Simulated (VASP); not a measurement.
AgRh:

```
CELL_PARAMETERS angstrom
2.75895 0.00000 0.00000
-1.37947 2.38932 0.00000
0.00000 0.00000 4.77633
ATOMIC_POSITIONS crystal
Ag 0.00000 0.00000 0.50000
Rh 0.66667 0.33333 0.00000
```

This cell differs from its parent crystal: volume scaled by 0.98.

Base run:

* Program: VASP 6.6.1
* Functional: LDA
* Potentials or basis: VASP PAW LDA potentials, release 64 (Ag, Rh_pv)
* Cutoff: 520 eV
* k mesh: 11 × 11 × 6
* Occupations: fermi-dirac, width 0.05 eV
* Spin: no spin polarisation

Its results: band gap on the k mesh zero (band 13 reaches 9.97 eV, above the bottom of band 14 at 8.61 eV); pressure -12.6 GPa.

Q: The run is repeated on the same cell with these changes: functional from LDA to PBE; potentials or basis from VASP PAW LDA potentials, release 64 (Ag, Rh_pv) to VASP PAW PBE potentials, release 64 (Ag, Rh_pv). What comes out?

A: Band gap on the k mesh zero (band 13 reaches 10.21 eV, above the bottom of band 14 at 8.85 eV); pressure 0.7 GPa.
